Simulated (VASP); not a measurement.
Set up this calculation in VASP 6.6.1, as the native input.

```
Task                   : single point
Functional             : LDA
Potentials or basis    : VASP PAW LDA potentials, release 64 (Na_pv, Cl)
Cutoff                 : 520 eV
k mesh                 : 6 × 6 × 6
Occupations            : gaussian, width 0.05 eV
Spin                   : no spin polarisation
Dipole correction      : no
Further INCAR settings : ALGO = Normal; EDIFF = 1e-06; NBANDS = 14
```

The structure of NaCl lies in POSCAR:

```
NaCl
1.0
    3.7823652000      0.0000000000      0.0000000000
    0.0000000000      3.7823652000      0.0000000000
    0.0000000000      0.0000000000      3.6422776000
Na Cl
1 1
Direct
    0.0000000000      0.0000000000      0.0000000000
    0.5000000000      0.5000000000      0.5000000000
```

This cell differs from its parent crystal: strain +0.080 along x and y, +0.040 along z.

One way to write it, as run:

INCAR

```
PREC     = Accurate       # precision mode
ENCUT    = 520            # plane-wave cutoff, eV
EDIFF    = 1E-6           # SCF threshold, eV
ISMEAR   = 0              # smearing method
SIGMA    = 0.05           # smearing width, eV
LREAL    = F              # projectors in reciprocal space
LASPH    = T              # aspherical terms in the spheres
NELM     = 60             # most SCF steps
ALGO     = Normal         # electronic algorithm
ISIF     = 2              # what is computed and relaxed
LWAVE    = F              # write WAVECAR
LCHARG   = T              # write CHGCAR
GGA      = CA             # functional
LELF     = T              # ELF
LVHAR    = T            
NBANDS   = 14             # bands
```

KPOINTS

```
regular mesh
0
Gamma
  6 6 6
```

Potentials or basis: VASP PAW LDA potentials, release 64 (Na_pv, Cl).

Command:

```console
$ cat potpaw_LDA.64/Na_pv/POTCAR potpaw_LDA.64/Cl/POTCAR > POTCAR
$ mpirun -np 1 vasp_std > vasp.out
```

It gave:

```
Pressure               : -5.2 GPa
Band gap on the k mesh : 2.96 eV, indirect (least direct gap 3.28 eV)
```

Caveat: the cell differs from its parent crystal (strain +0.080 along x and y, +0.040 along z).

Wall time 10 s on 1 thread of AMD EPYC 9R45 96-Core Processor (Zen 5), with other jobs on the host, peak memory 0.12 GiB.
